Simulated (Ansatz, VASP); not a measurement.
**W in VASP and in Ansatz**

Contents of INCAR:

```
SYSTEM = W
  ALGO = Normal
  EDIFF = 1E-6
  ENCUT = 520
  GGA = PE
  ISIF = 2
  ISMEAR = 0
  LASPH = .True.
  LCHARG = .False.
  LREAL = .False.
  LWAVE = .False.
  NBANDS = 13
  NELM = 80
  PREC = Accurate
  SIGMA = 0.1
```

File KPOINTS:

```
k-points
0
Gamma
  18 18 18
  0 0 0
```

Contents of POSCAR:

```
W
1.0
   -1.6229969461      1.6229969461      1.6229969461
    1.6229969461     -1.6229969461      1.6229969461
    1.6229969461      1.6229969461     -1.6229969461
W
1
Direct
    0.0000000000      0.0000000000      0.0000000000
```

Input for Ansatz:

```yaml
crystal:
  lattice:
    - [-1.6229969461, 1.6229969461, 1.6229969461]
    - [1.6229969461, -1.6229969461, 1.6229969461]
    - [1.6229969461, 1.6229969461, -1.6229969461]
  atoms:
    - { symbol: W, position: [0.0, 0.0, 0.0] }
basis:
  ecutwfc: 420
kpoints:
  mp_grid: { grid: [18, 18, 18] }
hamiltonian:
  xc: pbe
scf:
  occupations: { method: gaussian, width: 0.1 }
output:
  forces: true
  stress: true
  eigenvalues: true
```

Alike in both runs: task single point; functional PBE; k mesh 18 × 18 × 18; occupations gaussian, width 0.1 eV; no spin polarisation.

```csv
,VASP,Ansatz
version,VASP 6.6.1,Ansatz 0.2.0
potentials or method,"VASP PAW PBE potentials, release 64 (W_sv), cutoff 520 eV","scalar-relativistic, plane waves, PAW"
valence electrons in the cell,14,14
```

```csv
,VASP,Ansatz,Ansatz less VASP
gap on the k mesh at the Fermi level (eV),none,none,-
pressure (GPa),-15.3,-15.6,-0.31
```

A gap of «none» marks a metal or a gap that the smearing closes.

Spin-orbit coupling is off throughout.
